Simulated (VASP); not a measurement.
A run of VASP 6.6.1:

POSCAR

```
WC
1.0
    2.9149996235      0.0000000000      0.0000000000
   -1.4574998118      2.5244637260      0.0000000000
    0.0000000000      0.0000000000      2.8350516579
W C
1 1
Direct
    0.0000000000      0.0000000000      0.0000000000
    0.6666666667      0.3333333333      0.5000000000
```

INCAR.step1

```
SYSTEM = WC
ALGO     = Normal         ! electronic algorithm
EDIFF    = 1E-4           ! SCF threshold, eV
ENCUT    = 520            ! plane-wave cutoff, eV
GGA      = PE             ! functional
ISMEAR   = 0              ! smearing method
LASPH    = .True.         ! aspherical terms in the spheres
LCHARG   = .False.        ! write CHGCAR
LREAL    = .False.        ! projectors in reciprocal space
LWAVE    = .True.         ! write WAVECAR
NBANDS   = 16             ! bands
NELM     = 80             ! most SCF steps
PREC     = Accurate       ! precision mode
SIGMA    = 0.1            ! smearing width, eV
```

INCAR.step2

```
SYSTEM = WC
ALGO     = Normal         ! electronic algorithm
EDIFF    = 1E-7           ! SCF threshold, eV
ENCUT    = 520            ! plane-wave cutoff, eV
ISIF     = 2              ! what is computed and relaxed
ISMEAR   = 0              ! smearing method
ISTART   = 1            
LASPH    = .True.         ! aspherical terms in the spheres
LCHARG   = .False.        ! write CHGCAR
LMIXTAU  = .True.       
LREAL    = .False.        ! projectors in reciprocal space
LWAVE    = .False.        ! write WAVECAR
METAGGA  = R2SCAN         ! meta-GGA
NBANDS   = 16             ! bands
NELM     = 80             ! most SCF steps
PREC     = Accurate       ! precision mode
SIGMA    = 0.1            ! smearing width, eV
```

File KPOINTS:

```
k-points
0
Gamma
  9 9 8
  0 0 0
```

Potentials or basis: VASP PAW PBE potentials, release 64 (W_sv, C).

Run with:

```bash
$ cat potpaw_PBE.64/W_sv/POTCAR potpaw_PBE.64/C/POTCAR > POTCAR
$ cp INCAR.step1 INCAR
$ mpirun -np 1 vasp_std > vasp.out
$ cp INCAR.step2 INCAR
$ mpirun -np 1 vasp_std > vasp.out
```

Hardware: 1 thread of Intel(R) Xeon(R) 6975P-C (Granite Rapids) (shared host).

Problem. Estimate the wall time of this run.

Solution. Wall time 37 s on 1 thread of Intel(R) Xeon(R) 6975P-C (Granite Rapids), with other jobs on the host, peak memory 0.15 GiB. Counts: k points 60.
